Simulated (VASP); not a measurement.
A run of VASP 6.6.1 is set up as follows.

File INCAR:

```
SYSTEM = InSe
PREC     = Accurate       ! precision mode
ENCUT    = 520            ! plane-wave cutoff, eV
EDIFF    = 1E-7           ! SCF threshold, eV
ISMEAR   = -1             ! smearing method
SIGMA    = 0.02           ! smearing width, eV
LREAL    = .False.        ! projectors in reciprocal space
LASPH    = .True.         ! aspherical terms in the spheres
NELM     = 100            ! most SCF steps
ALGO     = Normal         ! electronic algorithm
ISIF     = 2              ! what is computed and relaxed
LWAVE    = .False.        ! write WAVECAR
LCHARG   = .True.         ! write CHGCAR
GGA      = PS             ! functional
LELF     = .True.         ! ELF
LVHAR    = .True.       
NBANDS   = 27             ! bands
```

KPOINTS

```
regular mesh
0
Gamma
  7 7 6
  0 0 0
```

File POSCAR:

```
InSe
1.0
    5.8749024003     -2.0558645375     -0.0060218992
    5.8749024003      2.0558645375     -0.0060218992
   -1.6057598856      0.0000000000      4.2710412538
In Se
2 2
Direct
    0.8857883120      0.8857883120      0.0289331641
    0.1142116880      0.1142116880      0.9710668359
    0.6546114122      0.6546114122      0.6374302568
    0.3453885878      0.3453885878      0.3625697432
```

Potentials or basis: VASP PAW PBE potentials, release 64 (In_d, Se).

Command:

```console
$ cat potpaw_PBE.64/In_d/POTCAR potpaw_PBE.64/Se/POTCAR > POTCAR
$ mpirun -np 1 vasp_std > vasp.out
```

Question: Predict the band gap on the k mesh.

Answer: 0.77 eV (least direct gap 1.05 eV).

Question: What does it give for the pressure?

Answer: 0.1 GPa.

Question: Predict the largest force.

Answer: 0.016 eV/Å.

Forces on the atoms (eV/Å):
```
In   0.016  0.000 -0.005
In  -0.016  0.000  0.005
Se   0.001  0.000 -0.016
Se  -0.001  0.000  0.016
```

Caveat: semilocal functionals underestimate gaps, and a narrow one can read as zero; the PAW data sets were made with another functional, which shifts forces and pressure a little; spin-orbit coupling is left out, which moves the levels of the heavy elements. A k mesh can miss the band edges.
